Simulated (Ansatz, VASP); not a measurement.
**Two plane-wave programs on Te**

File INCAR:

```
SYSTEM = Te
ALGO = Normal
EDIFF = 1E-6
ENCUT = 520
GGA = PS
ISIF = 2
ISMEAR = -1
LASPH = .TRUE.
LCHARG = .TRUE.
LELF = .TRUE.
LREAL = .FALSE.
LVHAR = .TRUE.
LWAVE = .FALSE.
NBANDS = 13
NELM = 60
PREC = Accurate
SIGMA = 0.1
```

Contents of KPOINTS:

```
k-points
0
G
  9 9 9
  0 0 0
```

File POSCAR:

```
Te
1.0
    0.0000000000      3.6658010880      3.6658010880
    3.6658010880      0.0000000000      3.6658010880
    3.6658010880      3.6658010880      0.0000000000
Te
2
Direct
    0.1250000000      0.1250000000      0.1250000000
    0.8750000000      0.8750000000      0.8750000000
```

Input for Ansatz:

```yaml
crystal:
  lattice:
    - [0.0, 3.665801088, 3.665801088]
    - [3.665801088, 0.0, 3.665801088]
    - [3.665801088, 3.665801088, 0.0]
  atoms:
    - { symbol: Te, position: [0.125, 0.125, 0.125] }
    - { symbol: Te, position: [0.875, 0.875, 0.875] }
hamiltonian:
  xc: pbesol
  pseudopotentials:
    kind: paw
    azcp:
      Te: "pseudopotentials/Te.paw.azcp"
basis:
  ecutwfc: 420
  fft_grid_basis: typed
kpoints:
  mp_grid: { grid: [9, 9, 9], shift: [0, 0, 0] }
magnetization:
  spin_polarized: false
scf:
  occupations: { method: fermi_dirac, width: 0.1 }
  lower_state_search: "off"
output:
  stress: true
```

Alike in both runs: task single point; functional PBEsol; k mesh 9 × 9 × 9; occupations fermi-dirac, width 0.1 eV; no spin polarisation.

|  | VASP | Ansatz |
| --- | --- | --- |
| version | VASP 6.6.1 | Ansatz 0.2.0 |
| potentials or method | VASP PAW PBE potentials, release 64 (Te), cutoff 520 eV | plane waves (420 eV) with PAW, scalar-relativistic |
| valence electrons in the cell | 12 | 32 |

|  | VASP | Ansatz | Ansatz less VASP |
| --- | --- | --- | --- |
| pressure (GPa) | -2.7 | -2.7 | -0.01 |

VASP's potentials were made for PBE, not for PBEsol, and Ansatz warns of the same on its side. VASP's potentials hold 12 valence electrons a cell and Ansatz's 32, so a difference there can come from the potentials and not from the codes.

Neither program's run includes spin-orbit coupling.
